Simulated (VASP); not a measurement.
**ZnSe: dielectric tensor with r2SCAN**

Crystal: ZnSe.

```
Zn Se
1.0
     0.00000    2.83242    2.83242
     2.83242    0.00000    2.83242
     2.83242    2.83242    0.00000
Zn Se
1 1
Direct
  0.00000 0.00000 0.00000
  0.25000 0.25000 0.25000
```

```
Program                : VASP 6.6.1
Task                   : dielectric tensor
Functional             : r2SCAN
Potentials or basis    : VASP PAW PBE potentials, release 64 (Zn, Se)
Cutoff                 : 520 eV
k mesh                 : 6 × 6 × 6
Occupations            : gaussian, width 0.01 eV
Spin                   : no spin polarisation
Dipole correction      : no
Further INCAR settings : ALGO = Normal; EDIFF = 1e-08
```

```
Band gap on the k mesh                  : 1.87 eV
Electronic dielectric tensor (diagonal) : 6.24
Born charges (mean of the diagonal)     : Zn +2.05; Se -2.05 e
```

Levels at points of the mesh, in eV from the valence-band top:
```tsv
k point	band 7	band 8	band 9	band 10	band 11	band 12
(0.00, 0.00, 0.00)	0.00	0.00	0.00	1.87	6.31	6.31
(0.50, 0.00, 0.00)	-5.31	-0.89	-0.89	3.05	6.86	6.86
(0.50, 0.50, 0.00)	-4.80	-2.24	-2.24	3.33	3.87	11.52
```

Electronic dielectric tensor:
```
6.24 0.00 0.00
0.00 6.24 0.00
0.00 0.00 6.24
```

Born effective charge tensors (e):
atom 1, Zn
```
2.05 0.00 0.00
0.00 2.05 0.00
0.00 0.00 2.05
```
atom 2, Se
```
-2.05  0.00  0.00
 0.00 -2.05  0.00
 0.00  0.00 -2.05
```

Dipole moments of the cell (e·Å, modulo the quantum): ionic 8.497, 8.497, 8.497; electronic 0.011, 0.011, 0.024

Wall time 57 min on 1 thread of Intel Xeon 8259CL (shared host), peak memory 0.33 GiB.
